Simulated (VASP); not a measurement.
Crystal: SrO.

```
CELL_PARAMETERS angstrom
0.00000 2.58378 2.58378
2.58378 0.00000 2.58378
2.58378 2.58378 0.00000
ATOMIC_POSITIONS crystal
Sr 0.50000 0.50000 0.50000
O 0.00000 0.00000 0.00000
```

Base run:

* Program: VASP 6.6.1
* Functional: PBE
* Potentials or basis: VASP PAW PBE potentials, release 64 (Sr_sv, O)
* Cutoff: 520 eV
* k mesh: 6 × 6 × 6
* Occupations: gaussian, width 0.1 eV
* Spin: no spin polarisation

Its results: band gap on the k mesh 3.27 eV, indirect (least direct gap 3.37 eV); pressure 1.9 GPa.

Task: The run is repeated on the same cell with these changes: cutoff from 520 eV to 600 eV; k mesh from 6 × 6 × 6 to 2 × 2 × 2. What comes out?

Result: Band gap on the k mesh 3.06 eV, indirect (least direct gap 3.17 eV); pressure 2.3 GPa.

Caveats: some runs use coarse meshes.

A k mesh can miss the band edges.
